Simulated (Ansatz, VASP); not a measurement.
## P in VASP and in Ansatz

File POSCAR:

```
P
1.0
    1.7484346925      1.0094592404      3.1708647352
   -1.7484346925      1.0094592404      3.1708647352
    0.0000000000     -2.0189184807      3.1708647352
P
2
Direct
    0.7729197500      0.7729197500      0.7729197500
    0.2270802500      0.2270802500      0.2270802500
```

The input INCAR.step1:

```
PREC = Accurate ; ENCUT = 520
ISMEAR = 0 ; SIGMA = 0.1
LREAL = False ; LASPH = True
NELM = 150 ; ISPIN = 2
MAGMOM = -0.06 -0.27 ; NBANDS = 16
GGA = PE ; ALGO = Normal
EDIFF = 1E-4 ; LWAVE = True
LCHARG = False
```

File INCAR.step2:

```
PREC = Accurate ; ENCUT = 520
EDIFF = 1E-6 ; ISMEAR = 0
SIGMA = 0.1 ; LREAL = False
LASPH = True ; NELM = 150
ALGO = Normal ; ISIF = 2
LWAVE = False ; LCHARG = False
ISPIN = 2 ; MAGMOM = -0.06 -0.27
LORBIT = 11 ; METAGGA = R2SCAN
LMIXTAU = True ; NBANDS = 16
ISTART = 1
```

Contents of KPOINTS:

```
Automatic mesh
0
Gamma
  9 9 9
```

Contents of input.yaml:

```yaml
crystal:
  lattice:
    - [1.7484346925, 1.0094592404, 3.1708647352]
    - [-1.7484346925, 1.0094592404, 3.1708647352]
    - [0.0, -2.0189184807, 3.1708647352]
  atoms:
    - { symbol: P, position: [0.77291975, 0.77291975, 0.77291975], spin: -0.06 }
    - { symbol: P, position: [0.22708025, 0.22708025, 0.22708025], spin: -0.27 }
hamiltonian:
  xc: r2scan
  pseudopotentials: { kind: nc }
magnetization:
  spin_polarized: true
kpoints:
  mp_grid: { grid: [9, 9, 9] }
scf:
  occupations: { method: gaussian, width: 0.1 }
output:
  forces: true
  stress: true
  eigenvalues: true
  write_density: true
  write_potential: true
  elf: true
  volumetric_format: npy
```

Alike in both runs: task single point; functional r2SCAN; k mesh 9 × 9 × 9; occupations gaussian, width 0.1 eV; collinear spin.

```csv
,VASP,Ansatz
version,VASP 6.6.1,Ansatz 0.2.0
potentials or method,"VASP PAW PBE potentials, release 64 (P)",Ansatz NC
plane-wave cutoff (eV),520,560
valence electrons in the cell,10,10
```

|  | VASP | Ansatz | Ansatz less VASP |
| --- | --- | --- | --- |
| gap on the k mesh at the Fermi level (eV) | none | none | - |
| pressure (GPa) | -3.3 | -2.8 | +0.46 |
| traceless stress, the component that is largest in VASP (GPa) | 0.46 | 0.37 | -0.096 |
| rms of the force components (eV/Å) | 0.186 | 0.143 | -0.0435 |
| net moment per atom (μB) | 0.00 | 0.00 | 0.000 |

VASP's potentials were made for PBE, not for r2SCAN. Atom by atom the forces differ by 0.043 eV/Å (rms over components). A gap of «none» marks a metal or a gap that the smearing closes. The functional is the same, so the differences come from potentials, cutoffs and numerics.
